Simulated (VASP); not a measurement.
Here is a VASP 6.6.1 calculation.

The input INCAR:

```
SYSTEM = SnTe
  PREC = Accurate
  ENCUT = 520
  EDIFF = 1E-8
  ISMEAR = -1
  SIGMA = 0.08
  LREAL = .FALSE.
  LASPH = .TRUE.
  NELM = 80
  ALGO = Normal
  ISIF = 2
  LWAVE = .FALSE.
  LCHARG = .FALSE.
  GGA = PE
  LEFG = .TRUE.
  NBANDS = 17
```

File KPOINTS:

```
regular mesh
0
G
  11 11 11
  0 0 0
```

Contents of POSCAR:

```
SnTe
1.0
    0.0000000000      3.1138393650      3.1138393650
    3.1138393650      0.0000000000      3.1138393650
    3.1138393650      3.1138393650      0.0000000000
Sn Te
1 1
Direct
    0.0000000000      0.0000000000      0.0000000000
    0.5000000000      0.5000000000      0.5000000000
```

Potentials or basis: VASP PAW PBE potentials, release 64 (Sn_d, Te).

Launch:

```console
$ cat potpaw_PBE.64/Sn_d/POTCAR potpaw_PBE.64/Te/POTCAR > POTCAR
$ mpirun -np 1 vasp_std > vasp.out
```

Task: Predict the pressure.

Result: 4.2 GPa.

Caveat: without QUAD_EFG the Cq values of the log hold for a quadrupole moment of 1 mb, not for the nuclei.
